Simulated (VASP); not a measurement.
# BaTiO3 (Amm2) in VASP: vibrations by perturbation theory with PBE

Aim: the vibrations by perturbation theory of BaTiO3 with PBE.

All numbers are computed with VASP 6.6.1; they aren't measurements. Logs are shortened: lines on timing, memory, paths and dates and some standing lists are left out, and cuts for length are marked.

**1. The cell of the first run**

The structure is orthorhombic, space group Amm2 (No. 38). Conventional cell: a = 3.973 Å, b = 5.781 Å, c = 5.831 Å, α = 90.00°, β = 90.00°, γ = 90.00°. Ba (site symmetry mm2) has 12 O at 2.77 to 3.06 Å and 8 Ti at 3.45 to 3.61 Å within 3.7 Å. Ti (site symmetry mm2) has 6 O at 1.85 to 2.27 Å within 2.5 Å. O (site symmetry m) has 2 Ti at 1.85 to 2.27 Å within 2.5 Å. Within 2.9 Å of O (site symmetry mm2) lie 2 Ti at 2.00 Å and 3 Ba at 2.77 to 2.89 Å and 8 O at 2.82 to 2.89 Å.

**2. Vibrations by perturbation theory, PBE**

INCAR reads:

```
  PREC = Accurate
  ENCUT = 520
  EDIFF = 1E-8
  ISMEAR = 0
  SIGMA = 0.01
  LREAL = False
  LASPH = True
  NELM = 80
  ALGO = Normal
  ISIF = 2
  LWAVE = False
  LCHARG = False
  GGA = PE
  IBRION = 8
  NSW = 1
  LEPSILON = True
```

KPOINTS reads:

```
Automatic mesh
0
Gamma
  4 4 4
```

POSCAR reads:

```
BaTiO3
1.0
    3.9725052574      0.0000000000      0.0000000000
    0.0000000000      2.8904445088      2.9153854155
    0.0000000000     -2.8904445088      2.9153854155
Ba Ti O
1 1 3
Direct
    0.0000000000      0.0082750946      0.0082750946
    0.5000000000      0.5244580684      0.5244580684
    0.5000000000      0.9731675953      0.4899429154
    0.5000000000      0.4899429154      0.9731675953
    0.0000000000      0.4840563263      0.4840563263
```

Potentials or basis: VASP PAW PBE potentials, release 64 (Ba_sv, Ti_sv, O).

Started as:

```sh
> cat potpaw_PBE.64/Ba_sv/POTCAR potpaw_PBE.64/Ti_sv/POTCAR potpaw_PBE.64/O/POTCAR > POTCAR
> mpirun -np 1 vasp_std > vasp.out
```

OUTCAR:

```text
PREC = Accurate
   ENCUT = 520
   EDIFF = 1E-8
   ISMEAR = 0
   LREAL = False
   LASPH = True
   NELM = 80
   ISIF = 2
   GGA = PE
   IBRION = 8
   NSW = 1
   LEPSILON = True

 ion  position               nearest neighbor table
   1  0.000  0.008  0.008-   5 2.77   4 2.81   3 2.81   3 2.81   4 2.81   5 2.89   5 2.89   4 2.92
                             3 2.92   3 2.92   4 2.92   5 3.06   2 3.45   2 3.45   2 3.51   2 3.51
   2  0.500  0.524  0.524-   3 1.85   4 1.85   5 2.00   5 2.00   3 2.27   4 2.27   1 3.45   1 3.45
                             1 3.51   1 3.51   1 3.51   1 3.51   1 3.61   1 3.61
   3  0.500  0.973  0.490-   2 1.85   2 2.27   1 2.81   1 2.81   1 2.92   1 2.92
   4  0.500  0.490  0.973-   2 1.85   2 2.27   1 2.81   1 2.81   1 2.92   1 2.92
   5  0.000  0.484  0.484-   2 2.00   2 2.00   1 2.77   1 2.89   1 2.89   1 3.06

  LATTYP: Found a base centered orthorhombic cell.
 ALAT       =     5.7808890176
 B/A-ratio  =     1.0086287443
 C/A-ratio  =     0.6871789521

  Lattice vectors:

 A1 = (   0.0000000000,   2.8904445088,  -2.9153854155)
 A2 = (   0.0000000000,   2.8904445088,   2.9153854155)
 A3 = (   3.9725052574,   0.0000000000,   0.0000000000)

Analysis of symmetry for initial positions (statically):
=====================================================================
 Subroutine PRICEL returns:
 Original cell was already a primitive cell.

 Routine SETGRP: Setting up the symmetry group for a
 base centered orthorhombic supercell.

 Subroutine GETGRP returns: Found  4 space group operations
 (whereof  4 operations were pure point group operations)
[... 878 lines left out ...]
  x     0.00000     0.00000     0.00000     0.00000     0.00000     0.57303
  y     0.00000     0.00000     0.00000     0.00000     0.93460     0.00000
  z     4.55958     0.73957    -2.31472     0.00000     0.00000     0.00000

 SECOND DERIVATIVES (NOT SYMMETRIZED)
 ------------------------------------
               1X          1Y          1Z          2X          2Y          2Z          3X          3Y          3Z          4X          4Y          4Z          5X          5Y          5Z
  1X    -5.783385    0.000000    0.000000    2.946704    0.000000    0.000000    0.839315    0.000000    0.000000    0.839315    0.000000    0.000000    1.158051    0.000000    0.000000
  1Y     0.000000   -5.458475    0.000000    0.000000    3.716506    0.000000    0.000000    0.771863    0.056306    0.000000    0.771863   -0.056306    0.000000    0.198241    0.000000
  1Z     0.000000    0.000000   -5.612374    0.000000    0.000000    3.404577    0.000000    0.038475    0.801732    0.000000   -0.038475    0.801732    0.000000    0.000000    0.604333
  2X     2.941794    0.000000    0.000000   -2.130053    0.000000    0.000000    0.899262    0.000000    0.000000    0.899262    0.000000    0.000000   -2.610265    0.000000    0.000000
  2Y     0.000000    3.697109    0.000000    0.000000  -11.447493    0.000000    0.000000    2.917504    0.888986    0.000000    2.917504   -0.888986    0.000000    1.915375    0.000000
  2Z     0.000000    0.000000    3.409641    0.000000    0.000000  -14.113343    0.000000    2.256770    4.311160    0.000000   -2.256770    4.311160    0.000000    0.000000    2.081381
  3X     0.828742    0.000000    0.000000    0.895804    0.000000    0.000000   -5.384562    0.000000    0.000000   -0.394936    0.000000    0.000000    4.054952    0.000000    0.000000
  3Y     0.000000    0.777898    0.042147    0.000000    2.891487    2.274593    0.000000   -9.803744   -3.821896    0.000000    4.593967   -0.727095    0.000000    1.540391    2.232250
  3Z     0.000000    0.058405    0.802191    0.000000    0.880639    4.323896    0.000000   -3.810899   -8.650616    0.000000    0.733477    1.885613    0.000000    2.138378    1.638917
  4X     0.828742    0.000000    0.000000    0.895804    0.000000    0.000000   -0.394936    0.000000    0.000000   -5.384562    0.000000    0.000000    4.054952    0.000000    0.000000
  4Y     0.000000    0.777898   -0.042147    0.000000    2.891487   -2.274593    0.000000    4.593967    0.727095    0.000000   -9.803744    3.821896    0.000000    1.540391   -2.232250
  4Z     0.000000   -0.058405    0.802191    0.000000   -0.880639    4.323896    0.000000   -0.733477    1.885613    0.000000    3.810899   -8.650616    0.000000   -2.138378    1.638917
  5X     1.150671    0.000000    0.000000   -2.600826    0.000000    0.000000    4.044833    0.000000    0.000000    4.044833    0.000000    0.000000   -6.639511    0.000000    0.000000
  5Y     0.000000    0.201068    0.000000    0.000000    1.923688    0.000000    0.000000    1.549995    2.145820    0.000000    1.549995   -2.145820    0.000000   -5.224745    0.000000
  5Z     0.000000    0.000000    0.597378    0.000000    0.000000    2.101239    0.000000    2.242891    1.649132    0.000000   -2.242891    1.649132    0.000000    0.000000   -5.996882

 Eigenvectors and eigenvalues of the dynamical matrix
 ----------------------------------------------------

   1 f  =   16.735828 THz   105.154306 2PiTHz  558.247116 cm-1    69.213790 meV
             X         Y         Z           dx          dy          dz
      0.000000  0.000000  0.048250     0.000000    0.000000    0.000310
      1.986253  0.000000  3.057995    -0.000000   -0.000000   -0.202966
      1.986253  1.396734  4.265531     0.000000    0.585848    0.313185
      1.986253 -1.396734  4.265531     0.000000   -0.585848    0.313185
      0.000000  0.000000  2.822422    -0.000000    0.000000   -0.276042
[... 105 lines left out ...]
  15 f/i=    0.292412 THz     1.837276 2PiTHz    9.753800 cm-1     1.209317 meV
             X         Y         Z           dx          dy          dz
      0.000000  0.000000  0.048250     0.167604    0.000000   -0.000000
      1.986253  0.000000  3.057995    -0.577108    0.000000   -0.000000
      1.986253  1.396734  4.265531     0.375066    0.000000   -0.000000
      1.986253 -1.396734  4.265531     0.375066    0.000000   -0.000000
      0.000000  0.000000  2.822422     0.597918    0.000000   -0.000000

--------------------------------------------------------------------------------------------------------

 MACROSCOPIC STATIC DIELECTRIC TENSOR IONIC CONTRIBUTION
 ------------------------------------------------------
       26220.094737     0.000000    -0.000000
           0.000000    23.291808    -0.000000
          -0.000000    -0.000000    13.199461
 ------------------------------------------------------

 ELASTIC MODULI CONTR FROM IONIC RELAXATION (kBar)
 Direction    XX          YY          ZZ          XY          YZ          ZX
 --------------------------------------------------------------------------------
 XX        -122.9245    -90.5001    -97.5762     -0.0000      0.0000      0.0000
 YY         -90.5001   -887.6002   -822.8256      0.0000      0.0000      0.0000
 ZZ         -97.5762   -822.8256   -927.8614      0.0000      0.0000      0.0000
 XY          -0.0000      0.0000      0.0000     -2.2206     -0.0000     -0.0000
 YZ           0.0000      0.0000      0.0000     -0.0000   -642.0566      0.0000
 ZX           0.0000      0.0000      0.0000     -0.0000      0.0000  -2576.0602
 --------------------------------------------------------------------------------

 PIEZOELECTRIC TENSOR IONIC CONTR  for field in x, y, z        (C/m^2)
          XX          YY          ZZ          XY          YZ          ZX
  --------------------------------------------------------------------------------
  x    -0.00000    -0.00000    -0.00000     0.00000    -0.00000   243.63427
  y    -0.00000    -0.00000    -0.00000     0.00000     3.17888     0.00000
  z     0.21579     2.10899     2.89920    -0.00000    -0.00000    -0.00000
```

OSZICAR:

```text
N       E                     dE             d eps       ncg     rms          rms(c)
DAV:   1     0.453861566406E+03    0.45386E+03   -0.21266E+04  1008   0.180E+03
DAV:   2    -0.324012798994E+01   -0.45710E+03   -0.44849E+03  1248   0.484E+02
DAV:   3    -0.485643187694E+02   -0.45324E+02   -0.45038E+02  1464   0.147E+02
[... 642 lines left out ...]
RMM:  20    -0.370895522768E+00   -0.10010E-07   -0.35269E-06  2253   0.420E-04    0.771E-05
RMM:  21    -0.370895558256E+00   -0.35488E-07   -0.29640E-06  2069   0.360E-04    0.787E-05
RMM:  22    -0.370895439389E+00    0.11887E-06   -0.24275E-06  2464   0.326E-04    0.908E-05
RMM:  23    -0.370895379172E+00    0.60217E-07   -0.24801E-06  2563   0.296E-04    0.928E-05
RMM:  24    -0.370895493027E+00   -0.11386E-06   -0.18904E-06  2474   0.272E-04    0.816E-05
 Linear response finished
```

Run time: 20 min. Hardware: 1 thread of Intel Xeon 6975P-C (Granite Rapids), shared host; peak memory 0.37 GiB.

What came out:

* Electronic dielectric tensor (diagonal): 5.85, 5.69, 5.12
* Born charges (mean of the diagonal): Ba +2.77; Ti +5.80; O -2.76, -3.05 (each value once) e
* Highest phonon frequency at Γ, LO-TO splitting left out: 558 cm⁻¹

Phonon frequencies in cm⁻¹ (negative: imaginary):
```tsv
q point	frequencies
(0.000, 0.000, 0.000)	-10 0 0 2 159 164 167 272 291 304 316 350 455 483 558
```

Electronic dielectric tensor:
```
5.85 0.00 0.00
0.00 5.69 0.00
0.00 0.00 5.12
```

Born effective charge tensors (e):
atom 1, Ba
```
2.68 0.00 0.00
0.00 2.86 0.00
0.00 0.00 2.78
```
atom 2, Ti
```
6.60 0.00 0.00
0.00 5.98 0.00
0.00 0.00 4.81
```
atom 3, O
```
-1.96  0.00  0.00
 0.00 -3.49 -1.45
 0.00 -1.20 -2.83
```
atom 4, O
```
-1.96  0.00  0.00
 0.00 -3.49  1.45
 0.00  1.20 -2.83
```
atom 5, O
```
-5.36  0.00  0.00
 0.00 -1.86  0.00
 0.00  0.00 -1.92
```

Caveat: the k points lie up to 0.40 Å⁻¹ apart; the cell stands under pressure or tension, which shifts response properties; spin-orbit coupling is left out, which moves the levels of the heavy elements.
